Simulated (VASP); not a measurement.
# SrCl2 in VASP: further runs

Runs on SrCl2. Level: PBEsol. Tasks: single point, relaxation of the atoms.

Everything below comes from runs of VASP 6.6.1. Logs are shortened: lines on timing, memory, paths and dates and some standing lists are left out, and cuts for length are marked.

### 1 The cell of the first run

It takes space group R-3m (No. 166, trigonal). Conventional cell: a = 4.874 Å, b = 4.874 Å, c = 12.029 Å, α = 90.00°, β = 90.00°, γ = 120.00°. Within 3.9 Å of Sr (site symmetry -3m) lie 8 Cl at 2.99 to 3.00 Å. Within 3.9 Å of Cl (site symmetry 3m) lie 4 Sr at 2.99 to 3.00 Å and 6 Cl at 3.45 to 3.46 Å.

### 2 Single point, PBEsol (equal xy, yz and zx engineering shears of +0.5 %)

Contents of INCAR:

```
  PREC = Accurate
  ENCUT = 520
  EDIFF = 1E-6
  ISMEAR = 0
  SIGMA = 0.01
  LREAL = False
  LASPH = True
  NELM = 100
  ALGO = Normal
  ISIF = 2
  LWAVE = False
  LCHARG = False
  GGA = PS
  NBANDS = 19
```

Contents of KPOINTS:

```
regular mesh
0
Gamma
  6 6 6
```

Contents of POSCAR:

```
SrCl2
1.0
    0.0172766049      3.4639592847      3.4639592847
    3.4639592847      0.0172766049      3.4639592847
    3.4639592847      3.4639592847      0.0172766049
Sr Cl
1 2
Direct
    0.0000000000      0.0000000000      0.0000000000
    0.2495573327      0.2495573327      0.2495573327
    0.7504426673      0.7504426673      0.7504426673
```

Potentials or basis: VASP PAW PBE potentials, release 64 (Sr_sv, Cl).

The run is started by

```
> cat potpaw_PBE.64/Sr_sv/POTCAR potpaw_PBE.64/Cl/POTCAR > POTCAR
> mpirun -np 1 vasp_std > vasp.out
```

OUTCAR:

```text
PREC = Accurate
   ENCUT = 520
   EDIFF = 1E-6
   ISMEAR = 0
   LREAL = False
   LASPH = True
   NELM = 100
   ISIF = 2
   GGA = PS

 ion  position               nearest neighbor table
   1  0.000  0.000  0.000-   3 2.99   2 2.99   3 2.99   3 2.99   2 2.99   2 2.99   3 3.00   2 3.00

   2  0.250  0.250  0.250-   1 2.99   1 2.99   1 2.99   1 3.00
   3  0.750  0.750  0.750-   1 2.99   1 2.99   1 2.99   1 3.00

  LATTYP: Found a trigonal (rhomboedric) cell.
 ALAT       =     4.8988086647
 COS(alpha) =     0.5049812503

  Lattice vectors:

 A1 = (   0.0172766049,   3.4639592847,   3.4639592847)
 A2 = (   3.4639592847,   0.0172766049,   3.4639592847)
 A3 = (   3.4639592847,   3.4639592847,   0.0172766049)

Analysis of symmetry for initial positions (statically):
=====================================================================
 Subroutine PRICEL returns:
 Original cell was already a primitive cell.

 Routine SETGRP: Setting up the symmetry group for a
 trigonal (rhombohedral) supercell.

 Subroutine GETGRP returns: Found 12 space group operations
 (whereof 12 operations were pure point group operations)
 out of a pool of 12 trial point group operations.

The static configuration has the point symmetry D_3d.

Analysis of symmetry for dynamics (positions and initial velocities):
=====================================================================
 Subroutine PRICEL returns:
 Original cell was already a primitive cell.

 Routine SETGRP: Setting up the symmetry group for a
 trigonal (rhombohedral) supercell.

 Subroutine GETGRP returns: Found 12 space group operations
 (whereof 12 operations were pure point group operations)
 out of a pool of 12 trial point group operations.

The dynamic configuration has the point symmetry D_3d.

 Subroutine INISYM returns: Found 12 space group operations
 (whereof 12 operations are pure point group operations),
 and found     1 'primitive' translations

----------------------------------------------------------------------------------------

                                     Primitive cell

  volume of cell :      82.5063

  direct lattice vectors                    reciprocal lattice vectors
     0.017276605  3.463959285  3.463959285    -0.145427888  0.144706161  0.144706161
     3.463959285  0.017276605  3.463959285     0.144706161 -0.145427888  0.144706161
     3.463959285  3.463959285  0.017276605     0.144706161  0.144706161 -0.145427888

  length of vectors
     4.898808665  4.898808665  4.898808665     0.251055804  0.251055804  0.251055804

  position of ions in fractional coordinates (direct lattice)
     0.000000000  0.000000000  0.000000000
     0.249557333  0.249557333  0.249557333
     0.750442667  0.750442667  0.750442667

  ion indices of the primitive-cell ions
   primitive index   ion index
                 1           1
                 2           2
                 3           3

----------------------------------------------------------------------------------------

 KPOINTS: regular mesh

Automatic generation of k-mesh.
 Grid dimensions read from file:
 generate k-points for:    6    6    6

 Generating k-lattice:

  Cartesian coordinates                     Fractional coordinates (reciprocal lattice)
    -0.024237981  0.024117694  0.024117694     0.166666667  0.000000000  0.000000000
     0.024117694 -0.024237981  0.024117694     0.000000000  0.166666667  0.000000000
     0.024117694  0.024117694 -0.024237981     0.000000000  0.000000000  0.166666667

  Length of vectors
     0.041842634  0.041842634  0.041842634

  Shift w.r.t. Gamma in fractional coordinates (k-lattice)
     0.000000000  0.000000000  0.000000000

 Subroutine IBZKPT returns following result:
 ===========================================

 Found     32 irreducible k-points:

 Following reciprocal coordinates:
            Coordinates               Weight
  0.000000  0.000000  0.000000      1.000000
  0.166667  0.000000 -0.000000      6.000000
  0.333333 -0.000000 -0.000000      6.000000
  0.500000  0.000000 -0.000000      3.000000
  0.166667  0.166667  0.000000      6.000000
  0.333333  0.166667 -0.000000     12.000000
[... 16 lines left out ...]
  0.500000  0.500000  0.166667      6.000000
 -0.333333  0.500000  0.166667     12.000000
 [... further k-points ...]
   k-points           NKPTS =     32   k-points in BZ     NKDIM =     32   number of bands    NBANDS=     19
   number of dos      NEDOS =    301   number of ions     NIONS =      3
   total plane-waves  NPLWV =  46656
   dimension x,y,z NGX =    36 NGY =   36 NGZ =   36
   dimension x,y,z NGXF=    72 NGYF=   72 NGZF=   72
   ions per type =               1   2
   NGX,Y,Z   is equivalent  to a cutoff of  12.22, 12.22, 12.22 a.u.
   NGXF,Y,Z  is equivalent  to a cutoff of  24.43, 24.43, 24.43 a.u.
 SYSTEM =  unknown system
   PREC   = accura    normal or accurate (medium, high low for compatibility)
   ISTART =      0    job   : 0-new  1-cont  2-samecut
   ICHARG =      2    charge: 1-file 2-atom 10-const
   ISPIN  =      1    spin polarized calculation?
   LNONCOLLINEAR =      F non collinear calculations
   LSORBIT =      F    spin-orbit coupling
   LASPH  =      T    aspherical Exc in radial PAW
   ENCUT  =  520.0 eV  38.22 Ry    6.18 a.u.   9.11  9.11  9.11*2*pi/ulx,y,z
   NELM   =    100;   NELMIN=  2; NELMDL= -5     # of ELM steps
   EDIFF  = 0.1E-05   stopping-criterion for ELM
   LREAL  =      F    real-space projection
   EDIFFG = 0.1E-04   stopping-criterion for IOM
   NSW    =      0    number of steps for IOM
   IBRION =     -1    ionic relax: 0-MD 1-quasi-New 2-CG
   NFREE  =      0    steps in history (QN), initial steepest desc. (CG)
   ISIF   =      2    stress and relaxation
   ISYM   =      2    0-nonsym 1-usesym 2-fastsym
   POTIM  = 0.5000    time-step for ionic-motion
   TEBEG  =    0.0;   TEEND  =   0.0 temperature during run
   PSTRESS=    0.0 pullay stress
   NELECT =      24.0000    total number of electrons
   NUPDOWN=      -1.0000    fix difference up-down
   EMIN   =  10.00;   EMAX   =-10.00  energy-range for DOS
   EFERMI =   0.00;   METHOD = LEGACY
   ISMEAR =     0;   SIGMA  =   0.01  broadening in eV -4-tet -1-fermi 0-gaus
   EFERMI_NEDOS =   21; number of points for ismear=-14 and -15
   IALGO  =     38    algorithm
   IMIX   =      4    mixing-type and parameters
     AMIX     =   0.40;   BMIX     =  1.00
     AMIX_MAG =   1.60;   BMIX_MAG =  1.00
  volume/ion in A,a.u.               =      27.50       185.59
  Fermi-wavevector in a.u.,A,eV,Ry     =   1.084716  2.049817 16.008748  1.176610
  Thomas-Fermi vector in A             =   2.220813
   LORBIT       =      0    0 simple, 1 ext, 2 COOP (PROOUT), +10 PAW based schemes
   GGA     = PS    functional components
   LHFCALC =     F    Hartree Fock is set to
   AEXX    =    0.0000 exact exchange contribution
   IVDW    =     0    specifies the selected vdW correction
   LEPSILON=     F    determine dielectric tensor
   LRPA    =     F    only Hartree local field effects (RPA)
 non-spin polarized calculation
 Gauss-broadening in eV      SIGMA  =   0.01
  energy-cutoff  :      520.00
  volume of cell :       82.51
 maximum number of plane-waves:      2240
   NGX = 19   NGY = 19   NGZ = 19

 number of electron      24.0000002 magnetization

 Free energy of the ion-electron system (eV)
  ---------------------------------------------------
  ext. energy  EPLUGINS =         0.00000000
  ---------------------------------------------------
  free energy    TOTEN  =       -13.34241753 eV

  energy without entropy =      -13.34241753  energy(sigma->0) =      -13.34241753

 E-fermi :   0.3569     XC(G=0):  -8.6188

 val. band max:        0.2740462253   @ k =   0.5000   0.5000  -0.0000
 cond. band min:       5.5117979656   @ k =   0.0000   0.0000   0.0000
 fundamental gap:      5.2377517403
 Fermi energy:         0.3568819862

 k-point     1 :       0.0000    0.0000    0.0000
  band No.  band energies     occupation
      1     -32.4359      2.00000
      2     -14.4662      2.00000
      3     -14.4658      2.00000
      4     -14.4658      2.00000
      5     -13.1145      2.00000
      6     -12.1857      2.00000
[... 11 lines left out ...]
     18       9.2253      0.00000
     19       9.7195      0.00000

 k-point     2 :       0.1667    0.0000   -0.0000
  band No.  band energies     occupation
      1     -32.4349      2.00000
      2     -14.5822      2.00000
      3     -14.4703      2.00000
      4     -14.4701      2.00000
      5     -12.9307      2.00000
      6     -12.2480      2.00000
[... 11 lines left out ...]
     18       9.0322      0.00000
     19      10.1279      0.00000

 k-point     3 :       0.3333   -0.0000   -0.0000
  band No.  band energies     occupation
      1     -32.4329      2.00000
      2     -14.7534      2.00000
      3     -14.4787      2.00000
      4     -14.4785      2.00000
      5     -12.7003      2.00000
      6     -12.2847      2.00000
[... 11 lines left out ...]
     18       8.9180      0.00000
     19       9.3994      0.00000

 k-point     4 :       0.5000    0.0000   -0.0000
  band No.  band energies     occupation
      1     -32.4319      2.00000
      2     -14.8209      2.00000
      3     -14.4830      2.00000
      4     -14.4826      2.00000
      5     -12.6843      2.00000
      6     -12.2157      2.00000
[... 407 lines left out ...]
     18       9.0390      0.00000
     19      10.0908      0.00000

 k-point    23 :       0.5000    0.5000    0.1667
  band No.  band energies     occupation
      1     -32.4309      2.00000
      2     -14.8365      2.00000
      3     -14.5576      2.00000
      4     -14.4997      2.00000
      5     -12.4664      2.00000
      6     -12.3009      2.00000
[... 11 lines left out ...]
     18       9.2184      0.00000
     19      10.1210      0.00000

 k-point    24 :      -0.3333    0.5000    0.1667
  band No.  band energies     occupation
      1     -32.4306      2.00000
      2     -14.8092      2.00000
      3     -14.6157      2.00000
      4     -14.5062      2.00000
      5     -12.4342      2.00000
      6     -12.2887      2.00000
[... 11 lines left out ...]
     18       9.8797      0.00000
     19      10.2859      0.00000

 [... further k-points ...]

------------------------ aborting loop because EDIFF is reached ----------------------------------------

  FORCE on cell =-STRESS in cart. coord.  units (eV):
  Direction    XX          YY          ZZ          XY          YZ          ZX
  --------------------------------------------------------------------------------------
  -------------------------------------------------------------------------------------
  Total        0.0480250      0.0480250      0.0480250     -0.0259366     -0.0259366     -0.0259366
  in kB        0.9325907      0.9325907      0.9325907     -0.5036584     -0.5036584     -0.5036584
  external PRESSURE =       0.9325907 kB  Pullay stress =       0.0000000 kB

 VOLUME and BASIS-vectors are now :
 -----------------------------------------------------------------------------
  energy-cutoff  :      520.00
  volume of cell :       82.51
      direct lattice vectors                 reciprocal lattice vectors
     0.017276605  3.463959285  3.463959285    -0.145427888  0.144706161  0.144706161
     3.463959285  0.017276605  3.463959285     0.144706161 -0.145427888  0.144706161
     3.463959285  3.463959285  0.017276605     0.144706161  0.144706161 -0.145427888

 POSITION                                       TOTAL-FORCE (eV/Angst)
 -----------------------------------------------------------------------------------
      0.00000      0.00000      0.00000        -0.000000     -0.000000     -0.000000
      1.73322      1.73322      1.73322         0.000122      0.000122      0.000122
      5.21197      5.21197      5.21197        -0.000122     -0.000122     -0.000122
 -----------------------------------------------------------------------------------
    total drift:                               -0.000000     -0.000000      0.000000

  FREE ENERGIE OF THE ION-ELECTRON SYSTEM (eV)
  ---------------------------------------------------
  free  energy   TOTEN  =       -13.3424175347 eV

  energy  without entropy=      -13.3424175347  energy(sigma->0) =      -13.34241753
```

Run time: 19 s. Hardware: 1 thread of Intel Xeon 6975P-C (Granite Rapids), shared host; peak memory 0.22 GiB.

Results:

```yaml
Free_energy: -13.3424 eV
Pressure: 0.1 GPa
Band_gap_on_the_k_mesh: 5.24 eV (least direct gap 5.34 eV)
```

Stress tensor (GPa, compression positive):
```
 0.09 -0.05 -0.05
-0.05  0.09 -0.05
-0.05 -0.05  0.09
```

Levels at points of the mesh, in eV from the valence-band top:
```
           k point  band 8  band 9  band 10  band 11  band 12  band 13  band 14  band 15  band 16  band 17
(0.00, 0.00, 0.00)   -2.27   -2.27    -0.36    -0.36    -0.35     5.24     5.96     5.96     8.87     8.95
(0.50, 0.00, 0.00)   -1.68   -1.59    -1.40    -1.12    -1.09     6.61     6.65     7.52     7.74     8.68
(0.50, 0.50, 0.00)   -1.99   -1.97    -0.45    -0.43     0.00     5.34     7.00     7.58     8.01     8.03
(0.50, 0.50, 0.50)   -1.68   -1.59    -1.40    -1.11    -1.11     6.61     6.61     7.48     7.73     8.68
```

Caveat: the cell differs from its parent crystal (equal xy, yz and zx engineering shears of +0.5 %); the PAW data sets were made with another functional, which shifts forces and pressure a little.

### 3 Single point, PBEsol, non-collinear spin, zero start, spin-orbit coupling

Contents of INCAR:

```
  PREC = Accurate
  ENCUT = 520
  EDIFF = 1E-7
  ISMEAR = 0
  SIGMA = 0.01
  LREAL = False
  LASPH = True
  NELM = 150
  ALGO = Normal
  ISIF = 2
  LWAVE = False
  LCHARG = False
  MAGMOM = 0 0 0 0 0 0 0 0 0
  LORBIT = 11
  LSORBIT = True
  GGA_COMPAT = False
  LORBMOM = True
  GGA = PS
  NBANDS = 37
```

KPOINTS is that of step 2.

Contents of POSCAR:

```
SrCl2
1.0
    0.0000000000      3.4553209822      3.4553209822
    3.4553209822      0.0000000000      3.4553209822
    3.4553209822      3.4553209822      0.0000000000
Sr Cl
1 2
Direct
    0.0000000000      0.0000000000      0.0000000000
    0.2500000000      0.2500000000      0.2500000000
    0.7500000000      0.7500000000      0.7500000000
```

Potentials or basis: VASP PAW PBE potentials, release 64 (Sr_sv, Cl).

The run is started by

```
> cat potpaw_PBE.64/Sr_sv/POTCAR potpaw_PBE.64/Cl/POTCAR > POTCAR
> mpirun -np 1 vasp_ncl > vasp.out
```

It took 70 s on 1 thread of Intel Xeon 6975P-C (Granite Rapids), shared host; peak memory 0.41 GiB.

It converged, with:

- Free energy: -13.4331 eV
- Pressure: 0.1 GPa
- Net moment: 0.00 μB per cell
- Valence electrons inside the program's atomic spheres: Sr 7.93; Cl 5.14

Moments on the atoms (μB; x, y, z):
```
Sr  0.00 0.00 0.00
Cl  0.00 0.00 0.00
Cl  0.00 0.00 0.00
```

Caveat: the PAW data sets were made with another functional, which shifts forces and pressure a little.

### 4 Relaxation of the atoms, PBEsol (equal xy, yz and zx engineering shears of -0.5 %)

Contents of INCAR:

```
SYSTEM = SrCl2
PREC = Accurate ; ENCUT = 520
EDIFF = 1E-7 ; ISMEAR = 0
SIGMA = 0.01 ; LREAL = .False.
LASPH = .True. ; NELM = 80
ALGO = Normal ; ISIF = 2
LWAVE = .False. ; LCHARG = .False.
GGA = PS ; IBRION = 2
NSW = 50 ; EDIFFG = -0.002
```

Contents of KPOINTS:

```
Automatic mesh
0
Gamma
  6 6 6
  0 0 0
```

Contents of POSCAR:

```
SrCl2
1.0
   -0.0172766049      3.4466826798      3.4466826798
    3.4466826798     -0.0172766049      3.4466826798
    3.4466826798      3.4466826798     -0.0172766049
Sr Cl
1 2
Direct
    0.0000000000      0.0000000000      0.0000000000
    0.2500000000      0.2500000000      0.2500000000
    0.7500000000      0.7500000000      0.7500000000
```

The run is started by

```
> cat potpaw_PBE.64/Sr_sv/POTCAR potpaw_PBE.64/Cl/POTCAR > POTCAR
> mpirun -np 1 vasp_std > vasp.out
```

It took 43 s on 1 thread of Intel Xeon 6975P-C (Granite Rapids), shared host; peak memory 0.22 GiB.

Results (log left out):

* Free energy: -13.3424 eV
* Energy gained by relaxing: 0.0 meV/atom
* Ionic steps: 4
* Pressure after relaxing: 0.1 GPa
* Band gap on the k mesh: 5.24 eV (least direct gap 5.34 eV)

Stress tensor (GPa, compression positive):
```
0.10 0.05 0.05
0.05 0.10 0.05
0.05 0.05 0.10
```

The path:
```csv
step,energy change (eV),largest force (eV/Å),pressure (GPa)
1,0.0000,0.0239,0.10
2,0.0000,0.0188,0.10
3,-0.0001,0.0039,0.10
4,-0.0001,0.0000,0.10
```

Final structure:
```
Sr Cl
1.0
    -0.01728    3.44668    3.44668
     3.44668   -0.01728    3.44668
     3.44668    3.44668   -0.01728
Sr Cl
1 2
Direct
  0.00000 0.00000 0.00000
  0.25046 0.25046 0.25046
  0.74954 0.74954 0.74954
```

Levels at points of the mesh, in eV from the valence-band top:
```csv
k point,band 9,band 10,band 11,band 12,band 13,band 14,band 15,band 16
"(0.00, 0.00, 0.00)",-2.26,-0.36,-0.35,-0.35,5.24,5.96,5.96,8.89
"(0.50, 0.00, 0.00)",-1.59,-1.40,-1.12,-1.10,6.60,6.64,7.50,7.74
"(0.50, 0.50, 0.00)",-1.97,-0.45,-0.43,0.00,5.34,7.00,7.58,8.01
"(0.50, 0.50, 0.50)",-1.59,-1.40,-1.10,-1.10,6.64,6.64,7.54,7.75
```

Caveat: the cell differs from its parent crystal (equal xy, yz and zx engineering shears of -0.5 %); the PAW data sets were made with another functional, which shifts forces and pressure a little.

### 5 Summary

| task | spin | cell | gap on the mesh (eV) | pressure (GPa) |
| --- | --- | --- | --- | --- |
| single point | off | a = 4.899 Å, angles 59.7°, 3 atoms | 5.24 | 0.1 |
| single point | non-collinear, zero start, SOC | a = 4.887 Å, angles 60.0°, 3 atoms | - | 0.1 |
| relaxation of the atoms | off | atoms relaxed from a = 4.874 Å, angles 60.3°, 3 atoms | 5.24 | 0.1 |

Alike in all rows: level PBEsol; potentials or basis VASP PAW PBE potentials, release 64 (Sr_sv, Cl); k mesh 6 × 6 × 6; cutoff (eV) 520; smearing gaussian 0.01 eV.

Caveats: the PAW data sets were made with another functional, which shifts forces and pressure a little.

Total energies depend on the potentials used, so only differences within one code and one set of settings carry meaning.
